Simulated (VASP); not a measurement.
**Yb: single point with PBE**

The system is Yb.

```
CELL_PARAMETERS angstrom
0.00000 2.74976 2.35627
2.74976 0.00000 2.35627
2.74976 2.74976 0.00000
ATOMIC_POSITIONS crystal
Yb 0.00000 0.00000 0.00000
```

This cell differs from its parent crystal: volume 35.632 Å^3 an atom, c/a of the conventional cell 0.8569.

```yaml
Program: VASP 6.6.1
Task: single point
Functional: PBE
Potentials_or_basis: VASP PAW PBE potentials, release 64 (Yb)
Cutoff: 520 eV
k_mesh: 16 × 16 × 16
Occupations: gaussian, width 0.15 eV
Spin: no spin polarisation
```

* Pressure: -0.6 GPa
* Band gap on the k mesh: zero (band 12 reaches 1.75 eV, above the bottom of band 13 at 1.38 eV)

Stress tensor (GPa, compression positive):
```
-0.53  0.00  0.00
 0.00 -0.53  0.00
 0.00  0.00 -0.73
```

Levels at points of the mesh, in eV from the Fermi level:
| k point | band 10 | band 11 | band 12 | band 13 | band 14 | band 15 |
| --- | --- | --- | --- | --- | --- | --- |
| (0.00, 0.00, 0.00) | -0.29 | -0.29 | -0.29 | 2.66 | 2.66 | 3.69 |
| (0.50, 0.00, 0.00) | -0.32 | -0.30 | -0.29 | 0.44 | 1.96 | 3.47 |
| (0.50, 0.50, 0.00) | -0.31 | -0.30 | -0.30 | -0.23 | 3.13 | 6.43 |
| (0.50, 0.00, 0.50) | -0.33 | -0.32 | -0.32 | 0.41 | 1.29 | 5.85 |

Wall time 7.5 min on 1 thread of Intel(R) Xeon(R) Platinum 8488C (Sapphire Rapids), on a shared host, peak memory 0.37 GiB.

Caveat: spin-orbit coupling is left out, which moves the levels of the heavy elements. Spin polarisation is off, so any magnetic state and its effect on volume and gap are missing.
